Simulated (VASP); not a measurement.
CdS:

```
Cd S
1.0
     0.00000    2.75324    2.75324
     2.75324    0.00000    2.75324
     2.75324    2.75324    0.00000
Cd S
1 1
Direct
  0.00000 0.00000 0.00000
  0.50000 0.50000 0.50000
```

* Program: VASP 6.6.1
* Task: relaxation of cell and atoms
* Functional: HSE06
* Potentials or basis: VASP PAW PBE potentials, release 64 (Cd, S)
* Cutoff: 600 eV
* k mesh: 4 × 4 × 4
* Occupations: fermi-dirac, width 0.05 eV
* Spin: no spin polarisation

At the start: pressure -1.6 GPa; volume 20.87 Å³/atom.

Problem. How do energy, volume and symmetry change on relaxing?

Solution. Over 3 steps the energy falls by 2.0 meV/atom and the volume is 20.46 Å³/atom (-2.0 %); space group Fm-3m (No. 225, to 0.1 Å) before and after.

The path:
| step | energy change (eV) | largest force (eV/Å) | pressure (GPa) | volume (Å³) |
| --- | --- | --- | --- | --- |
| 1 | 0.0000 | 0.0000 | -1.55 | 41.74 |
| 2 | -0.0032 | 0.0000 | 0.77 | 40.53 |
| 3 | -0.0041 | 0.0000 | 0.00 | 40.91 |

Final structure:
```yaml
crystal:
  lattice:
    - [0.00000, 2.73489, 2.73489]
    - [2.73489, 0.00000, 2.73489]
    - [2.73489, 2.73489, 0.00000]
  atoms:
    - { symbol: Cd, position: [0.00000, 0.00000, 0.00000] }
    - { symbol: S, position: [0.50000, 0.50000, 0.50000] }
```

Caveat: the k points lie up to 0.50 Å⁻¹ apart in the final cell; the PAW data sets were made with another functional, which shifts forces and pressure a little.
